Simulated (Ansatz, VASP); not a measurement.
**Two plane-wave programs on ZnSe**

The input POSCAR:

```
ZnSe
1.0
   -2.8321194787      2.8321194787      0.0000000000
    0.0000000000      0.0000000000      5.6642389575
    2.8321194787      2.8321194787      0.0000000000
Zn Se
2 2
Direct
    0.0000000000      0.0000000000      0.0000000000
    0.5000000000      0.5000000000      0.5000000000
    0.0000000000      0.2500000000      0.5000000000
    0.5000000000      0.7500000000      0.0000000000
```

File INCAR.step1:

```
SYSTEM = ZnSe
ALGO = Normal
EDIFF = 1E-4
ENCUT = 520
GGA = PE
ISMEAR = -1
LASPH = .TRUE.
LCHARG = .FALSE.
LREAL = .FALSE.
LWAVE = .TRUE.
NBANDS = 26
NELM = 60
PREC = Accurate
SIGMA = 0.02
```

Contents of INCAR.step2:

```
SYSTEM = ZnSe
ALGO = Normal
EDIFF = 1E-6
ENCUT = 520
ISIF = 2
ISMEAR = -1
ISTART = 1
LASPH = .TRUE.
LCHARG = .TRUE.
LELF = .TRUE.
LMIXTAU = .TRUE.
LREAL = .FALSE.
LVHAR = .TRUE.
LWAVE = .FALSE.
METAGGA = R2SCAN
NBANDS = 26
NELM = 60
PREC = Accurate
SIGMA = 0.02
```

Contents of KPOINTS:

```
k-points
0
G
  8 6 8
  0 0 0
```

Input for Ansatz:

```yaml
crystal:
  lattice:
    - [-2.8321194787, 2.8321194787, 0.0]
    - [0.0, 0.0, 5.6642389575]
    - [2.8321194787, 2.8321194787, 0.0]
  atoms:
    - { symbol: Zn, position: [0.0, 0.0, 0.0] }
    - { symbol: Zn, position: [0.5, 0.5, 0.5] }
    - { symbol: Se, position: [0.0, 0.25, 0.5] }
    - { symbol: Se, position: [0.5, 0.75, 0.0] }
kpoints:
  mp_grid: { grid: [8, 6, 8] }
scf:
  occupations: { method: fermi_dirac, width: 0.02 }
hamiltonian:
  xc: r2scan
  pseudopotentials: { kind: paw }
output:
  forces: true
  stress: true
  eigenvalues: true
```

Alike in both runs: task single point; functional r2SCAN; k mesh 8 × 6 × 8; occupations fermi-dirac, width 0.02 eV; no spin polarisation.

|  | VASP | Ansatz |
| --- | --- | --- |
| version | VASP 6.6.1 | Ansatz 0.2.0 |
| potentials or method | VASP PAW PBE potentials, release 64 (Zn, Se) | PAW with Ansatz's default frozen-core files, scalar-relativistic |
| plane-wave cutoff (eV) | 520 | 500 |
| valence electrons in the cell | 36 | 56 |

Ansatz gave:

```
gap on the k mesh at the Fermi level (eV) : 1.87
pressure (GPa)                            : 0.0
```

Problem. What did VASP give for the same quantities?

Solution. gap on the k mesh at the Fermi level (eV): 1.87; pressure (GPa): 0.2.

VASP's potentials were made for PBE, not for r2SCAN. With one functional, cell and mesh, what is left measures potentials, basis and numerics. VASP's potentials hold 36 valence electrons a cell and Ansatz's 56, so a difference there can come from the potentials and not from the codes.
